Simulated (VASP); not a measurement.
# AgRh (P-6m2) in VASP: further runs

AgRh is run at these levels: PBE, PBEsol; tasks: single point.

All numbers are computed with VASP 6.6.1; they aren't measurements. Logs are shortened: lines on timing, memory, paths and dates and some standing lists are left out, and cuts for length are marked.

### Step 1. The cell of the first run

Symmetry: P-6m2, No. 187, hexagonal system. Conventional cell: a = 2.832 Å, b = 2.832 Å, c = 4.903 Å, α = 90.00°, β = 90.00°, γ = 120.00°. Ag (site symmetry -6m2) has 6 Ag at 2.83 Å and 6 Rh at 2.95 Å within 3.7 Å. Within 3.7 Å of Rh (site symmetry -6m2) lie 6 Rh at 2.83 Å and 6 Ag at 2.95 Å.

### Step 2. Single point, PBE

Input file INCAR:

```
  PREC = Accurate
  ENCUT = 520
  EDIFF = 1E-6
  ISMEAR = -1
  SIGMA = 0.05
  LREAL = False
  LASPH = True
  NELM = 100
  ALGO = Normal
  ISIF = 2
  LWAVE = False
  LCHARG = False
  GGA = PE
  NBANDS = 20
```

Input file KPOINTS:

```
Automatic mesh
0
Gamma
  11 11 6
```

Input file POSCAR:

```
AgRh
1.0
    2.8320645439      0.0000000000      0.0000000000
   -1.4160322720      2.4526398402      0.0000000000
    0.0000000000      0.0000000000      4.9029122571
Ag Rh
1 1
Direct
    0.0000000000      0.0000000000      0.5000000000
    0.6666666667      0.3333333333      0.0000000000
```

Potentials or basis: VASP PAW PBE potentials, release 64 (Ag, Rh_pv).

The run is started by

```
$ cat potpaw_PBE.64/Ag/POTCAR potpaw_PBE.64/Rh_pv/POTCAR > POTCAR
$ mpirun -np 1 vasp_std > vasp.out
```

OUTCAR:

```text
PREC = Accurate
   ENCUT = 520
   EDIFF = 1E-6
   ISMEAR = -1
   LREAL = False
   LASPH = True
   NELM = 100
   ISIF = 2
   GGA = PE

 ion  position               nearest neighbor table
   1  0.000  0.000  0.500-   2 2.95   2 2.95   2 2.95   2 2.95   2 2.95   2 2.95
   2  0.667  0.333  0.000-   1 2.95   1 2.95   1 2.95   1 2.95   1 2.95   1 2.95

  LATTYP: Found a hexagonal cell.
 ALAT       =     2.8320645439
 C/A-ratio  =     1.7312148721

  Lattice vectors:

 A1 = (   2.8320645439,   0.0000000000,   0.0000000000)
 A2 = (  -1.4160322720,   2.4526398402,   0.0000000000)
 A3 = (   0.0000000000,   0.0000000000,   4.9029122571)

Analysis of symmetry for initial positions (statically):
=====================================================================
 Subroutine PRICEL returns:
 Original cell was already a primitive cell.

 Routine SETGRP: Setting up the symmetry group for a
 hexagonal supercell.

 Subroutine GETGRP returns: Found 12 space group operations
 (whereof 12 operations were pure point group operations)
 out of a pool of 24 trial point group operations.

The static configuration has the point symmetry D_3h.

Analysis of symmetry for dynamics (positions and initial velocities):
=====================================================================
 Subroutine PRICEL returns:
 Original cell was already a primitive cell.

 Routine SETGRP: Setting up the symmetry group for a
 hexagonal supercell.

 Subroutine GETGRP returns: Found 12 space group operations
 (whereof 12 operations were pure point group operations)
 out of a pool of 24 trial point group operations.

The dynamic configuration has the point symmetry D_3h.

 Subroutine INISYM returns: Found 12 space group operations
 (whereof 12 operations are pure point group operations),
 and found     1 'primitive' translations

----------------------------------------------------------------------------------------

                                     Primitive cell

  volume of cell :      34.0558

  direct lattice vectors                    reciprocal lattice vectors
     2.832064544  0.000000000  0.000000000     0.353099297  0.203861974  0.000000000
    -1.416032272  2.452639840  0.000000000     0.000000000  0.407723949  0.000000000
     0.000000000  0.000000000  4.902912257     0.000000000  0.000000000  0.203960411

  length of vectors
     2.832064544  2.832064544  4.902912257     0.407723949  0.407723949  0.203960411

  position of ions in fractional coordinates (direct lattice)
     0.000000000  0.000000000  0.500000000
     0.666666667  0.333333333  0.000000000

  ion indices of the primitive-cell ions
   primitive index   ion index
                 1           1
                 2           2

----------------------------------------------------------------------------------------

 KPOINTS: Automatic mesh

Automatic generation of k-mesh.
 Grid dimensions read from file:
 generate k-points for:   11   11    6

 Generating k-lattice:

  Cartesian coordinates                     Fractional coordinates (reciprocal lattice)
     0.032099936  0.018532907  0.000000000     0.090909091  0.000000000  0.000000000
     0.000000000  0.037065814  0.000000000     0.000000000  0.090909091  0.000000000
     0.000000000  0.000000000  0.033993402     0.000000000  0.000000000  0.166666667

  Length of vectors
     0.037065814  0.037065814  0.033993402

  Shift w.r.t. Gamma in fractional coordinates (k-lattice)
     0.000000000  0.000000000  0.000000000

 Subroutine IBZKPT returns following result:
 ===========================================

 Found     64 irreducible k-points:

 Following reciprocal coordinates:
            Coordinates               Weight
  0.000000  0.000000  0.000000      1.000000
  0.090909  0.000000  0.000000      6.000000
  0.181818 -0.000000  0.000000      6.000000
  0.272727  0.000000  0.000000      6.000000
  0.363636  0.000000  0.000000      6.000000
  0.454545 -0.000000  0.000000      6.000000
[... 16 lines left out ...]
  0.090909  0.090909  0.166667     12.000000
  0.181818  0.090909  0.166667     24.000000
 [... further k-points ...]
   k-points           NKPTS =     64   k-points in BZ     NKDIM =     64   number of bands    NBANDS=     20
   number of dos      NEDOS =    301   number of ions     NIONS =      2
   total plane-waves  NPLWV =  20736
   dimension x,y,z NGX =    24 NGY =   24 NGZ =   36
   dimension x,y,z NGXF=    48 NGYF=   48 NGZF=   72
   ions per type =               1   1
   NGX,Y,Z   is equivalent  to a cutoff of  14.09, 14.09, 12.21 a.u.
   NGXF,Y,Z  is equivalent  to a cutoff of  28.18, 28.18, 24.41 a.u.
 SYSTEM =  unknown system
   PREC   = accura    normal or accurate (medium, high low for compatibility)
   ISTART =      0    job   : 0-new  1-cont  2-samecut
   ICHARG =      2    charge: 1-file 2-atom 10-const
   ISPIN  =      1    spin polarized calculation?
   LNONCOLLINEAR =      F non collinear calculations
   LSORBIT =      F    spin-orbit coupling
   LASPH  =      T    aspherical Exc in radial PAW
   ENCUT  =  520.0 eV  38.22 Ry    6.18 a.u.   5.27  5.27  9.12*2*pi/ulx,y,z
   NELM   =    100;   NELMIN=  2; NELMDL= -5     # of ELM steps
   EDIFF  = 0.1E-05   stopping-criterion for ELM
   LREAL  =      F    real-space projection
   EDIFFG = 0.1E-04   stopping-criterion for IOM
   NSW    =      0    number of steps for IOM
   IBRION =     -1    ionic relax: 0-MD 1-quasi-New 2-CG
   NFREE  =      0    steps in history (QN), initial steepest desc. (CG)
   ISIF   =      2    stress and relaxation
   ISYM   =      2    0-nonsym 1-usesym 2-fastsym
   POTIM  = 0.5000    time-step for ionic-motion
   TEBEG  =    0.0;   TEEND  =   0.0 temperature during run
   PSTRESS=    0.0 pullay stress
   NELECT =      26.0000    total number of electrons
   NUPDOWN=      -1.0000    fix difference up-down
   EMIN   =  10.00;   EMAX   =-10.00  energy-range for DOS
   EFERMI =   0.00;   METHOD = LEGACY
   ISMEAR =    -1;   SIGMA  =   0.05  broadening in eV -4-tet -1-fermi 0-gaus
   EFERMI_NEDOS =   21; number of points for ismear=-14 and -15
   IALGO  =     38    algorithm
   IMIX   =      4    mixing-type and parameters
     AMIX     =   0.40;   BMIX     =  1.00
     AMIX_MAG =   1.60;   BMIX_MAG =  1.00
  volume/ion in A,a.u.               =      17.03       114.91
  Fermi-wavevector in a.u.,A,eV,Ry     =   1.496243  2.827490 30.459968  2.238744
  Thomas-Fermi vector in A             =   2.608285
   LORBIT       =      0    0 simple, 1 ext, 2 COOP (PROOUT), +10 PAW based schemes
   GGA     = PE    functional components
   LHFCALC =     F    Hartree Fock is set to
   AEXX    =    0.0000 exact exchange contribution
   IVDW    =     0    specifies the selected vdW correction
   LEPSILON=     F    determine dielectric tensor
   LRPA    =     F    only Hartree local field effects (RPA)
 non-spin polarized calculation
  energy-cutoff  :      520.00
  volume of cell :       34.06
 maximum number of plane-waves:       930
 NGX is ok and might be reduce to    24
   NGX = 11   NGY = 11   NGZ = 19

 number of electron      26.0000003 magnetization

 Free energy of the ion-electron system (eV)
  ---------------------------------------------------
  ext. energy  EPLUGINS =         0.00000000
  ---------------------------------------------------
  free energy    TOTEN  =        -9.37857487 eV

  energy without entropy =       -9.35069750  energy(sigma->0) =       -9.36463619

 E-fermi :   7.9667     XC(G=0): -12.4372

 val. band max:        7.9500400744   @ k =   0.0909   0.0909   0.3333
 cond. band min:       7.9686859387   @ k =   0.2727   0.0000   0.0000
 fundamental gap:      0.0186458644
 Fermi energy:         7.9666914690

 k-point     1 :       0.0000    0.0000    0.0000
  band No.  band energies     occupation
      1     -37.6093      2.00000
      2     -37.6093      2.00000
      3     -37.5603      2.00000
      4       1.2386      2.00000
      5       2.6151      2.00000
      6       3.9300      2.00000
[... 12 lines left out ...]
     19      26.5664      0.00000
     20      28.5177      0.00000

 k-point     2 :       0.0909    0.0000    0.0000
  band No.  band energies     occupation
      1     -37.6353      2.00000
      2     -37.6156      2.00000
      3     -37.5569      2.00000
      4       1.4861      2.00000
      5       2.7545      2.00000
      6       3.8431      2.00000
[... 12 lines left out ...]
     19      25.8998      0.00000
     20      27.0133      0.00000

 k-point     3 :       0.1818   -0.0000    0.0000
  band No.  band energies     occupation
      1     -37.7049      2.00000
      2     -37.6326      2.00000
      3     -37.5478      2.00000
      4       2.1496      2.00000
      5       3.0492      2.00000
      6       3.7430      2.00000
[... 12 lines left out ...]
     19      25.7613      0.00000
     20      25.9950      0.00000

 k-point     4 :       0.2727    0.0000    0.0000
  band No.  band energies     occupation
      1     -37.7951      2.00000
      2     -37.6547      2.00000
      3     -37.5358      2.00000
      4       2.6791      2.00000
      5       3.2954      2.00000
      6       3.7276      2.00000
[... 12 lines left out ...]
     19      23.8870      0.00000
     20      25.1958      0.00000

 k-point     5 :       0.3636    0.0000    0.0000
  band No.  band energies     occupation
      1     -37.8772      2.00000
      2     -37.6750      2.00000
      3     -37.5248      2.00000
      4       2.5600      2.00000
      5       3.3050      2.00000
      6       3.5879      2.00000
[... 12 lines left out ...]
     19      21.8260      0.00000
     20      22.2233      0.00000
[... 353 lines left out ...]
      6       3.7839      2.00000
[... 12 lines left out ...]
     19      21.8073      0.00000
     20      23.3228      0.00000

 k-point    22 :       0.4545   -0.0000    0.1667
  band No.  band energies     occupation
      1     -37.9256      2.00000
      2     -37.6870      2.00000
      3     -37.5182      2.00000
      4       2.4285      2.00000
      5       2.9633      2.00000
      6       3.8196      2.00000
[... 12 lines left out ...]
     19      20.9536      0.00000
     20      21.2069      0.00000

 k-point    23 :       0.0909    0.0909    0.1667
  band No.  band energies     occupation
      1     -37.6815      2.00000
      2     -37.6288      2.00000
      3     -37.5508      2.00000
      4       2.1154      2.00000
      5       3.0391      2.00000
      6       3.6887      2.00000
[... 12 lines left out ...]
     19      25.1722      0.00000
     20      26.0423      0.00000

 k-point    24 :       0.1818    0.0909    0.1667
  band No.  band energies     occupation
      1     -37.7575      2.00000
      2     -37.6523      2.00000
      3     -37.5402      2.00000
      4       2.7821      2.00000
      5       3.2910      2.00000
      6       3.6528      2.00000
[... 12 lines left out ...]
     19      24.2783      0.00000
     20      25.4716      0.00000

 [... further k-points ...]

------------------------ aborting loop because EDIFF is reached ----------------------------------------

  FORCE on cell =-STRESS in cart. coord.  units (eV):
  Direction    XX          YY          ZZ          XY          YZ          ZX
  --------------------------------------------------------------------------------------
  -------------------------------------------------------------------------------------
  Total       -2.0732381     -2.0732381     -1.9550759      0.0000000      0.0000000      0.0000000
  in kB      -97.5368488    -97.5368488    -91.9778298      0.0000000      0.0000000      0.0000000
  external PRESSURE =     -95.6838425 kB  Pullay stress =       0.0000000 kB

 VOLUME and BASIS-vectors are now :
 -----------------------------------------------------------------------------
  energy-cutoff  :      520.00
  volume of cell :       34.06
      direct lattice vectors                 reciprocal lattice vectors
     2.832064544  0.000000000  0.000000000     0.353099297  0.203861974  0.000000000
    -1.416032272  2.452639840  0.000000000     0.000000000  0.407723949  0.000000000
     0.000000000  0.000000000  4.902912257     0.000000000  0.000000000  0.203960411

 POSITION                                       TOTAL-FORCE (eV/Angst)
 -----------------------------------------------------------------------------------
      0.00000      0.00000      2.45146        -0.000000      0.000000      0.000000
      1.41603      0.81755      0.00000         0.000000      0.000000      0.000000
 -----------------------------------------------------------------------------------
    total drift:                               -0.000000      0.000000      0.000000

  FREE ENERGIE OF THE ION-ELECTRON SYSTEM (eV)
  ---------------------------------------------------
  free  energy   TOTEN  =        -9.3785748685 eV

  energy  without entropy=       -9.3506975017  energy(sigma->0) =       -9.36463619
```

Run time: 20 s. Hardware: 1 thread of Intel Xeon Platinum 8488C (Sapphire Rapids), shared host; peak memory 0.18 GiB.

What came out:

```
Free energy            : -9.3786 eV
Pressure               : -9.6 GPa
Band gap on the k mesh : zero (band 13 reaches 8.92 eV, above the bottom of band 14 at 7.74 eV)
```

[end of part 1 of 2]
